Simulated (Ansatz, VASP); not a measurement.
# MgI2: VASP beside Ansatz

File INCAR:

```
  PREC = Accurate
  ENCUT = 520
  EDIFF = 1E-6
  ISMEAR = 0
  SIGMA = 0.05
  LREAL = False
  LASPH = True
  NELM = 100
  ALGO = Normal
  ISIF = 2
  LWAVE = False
  LCHARG = False
  GGA = PE
  NBANDS = 15
```

Contents of KPOINTS:

```
Automatic mesh
0
Gamma
  9 9 4
```

The input POSCAR:

```
MgI2
1.0
    4.1400000000      0.0000000000      0.0000000000
   -2.0700000000      3.5853451717      0.0000000000
    0.0000000000      0.0000000000      6.8800000000
Mg I
1 2
Direct
    0.0000000000      0.0000000000      0.0000000000
    0.3333333333      0.6666666667      0.2500000000
    0.6666666667      0.3333333333      0.7500000000
```

Input for Ansatz:

```yaml
crystal:
  lattice:
    - [4.14, 0.0, 0.0]
    - [-2.07, 3.5853451717, 0.0]
    - [0.0, 0.0, 6.88]
  atoms:
    - { symbol: Mg, position: [0.0, 0.0, 0.0] }
    - { symbol: I, position: [0.3333333333, 0.6666666667, 0.25] }
    - { symbol: I, position: [0.6666666667, 0.3333333333, 0.75] }
basis:
  ecutwfc: 420
  fft_grid_basis: typed
kpoints:
  mp_grid: { grid: [9, 9, 4] }
hamiltonian:
  xc: pbe
  pseudopotentials: { kind: paw }
scf:
  occupations: { method: gaussian, width: 0.05 }
output:
  forces: true
  stress: true
  eigenvalues: true
  bader: true
  write_density: true
  volumetric_format: npy
  elf: true
```

Alike in both runs: task single point; functional PBE; k mesh 9 × 9 × 4; occupations gaussian, width 0.05 eV; no spin polarisation.

```csv
,VASP,Ansatz
version,VASP 6.6.1,Ansatz 0.2.0
potentials or method,"VASP PAW PBE potentials, release 64 (Mg, I), cutoff 520 eV","scalar-relativistic, plane waves, PAW"
valence electrons in the cell,16,44
```

Ansatz gave:

- gap on the k mesh at the Fermi level (eV): 3.48
- pressure (GPa): 0.6
- traceless stress, the component that is largest in VASP (GPa): -0.37
- rms of the force components (eV/Å): 0.116

Problem. Which values does VASP return?

Solution. gap on the k mesh at the Fermi level (eV): 3.47; pressure (GPa): 0.6; traceless stress, the component that is largest in VASP (GPa): -0.37; rms of the force components (eV/Å): 0.120.

Atom by atom the forces differ by 0.005 eV/Å (rms over components). VASP's potentials hold 16 valence electrons a cell and Ansatz's 44, so a difference there can come from the potentials and not from the codes.

Spin-orbit coupling is off throughout.
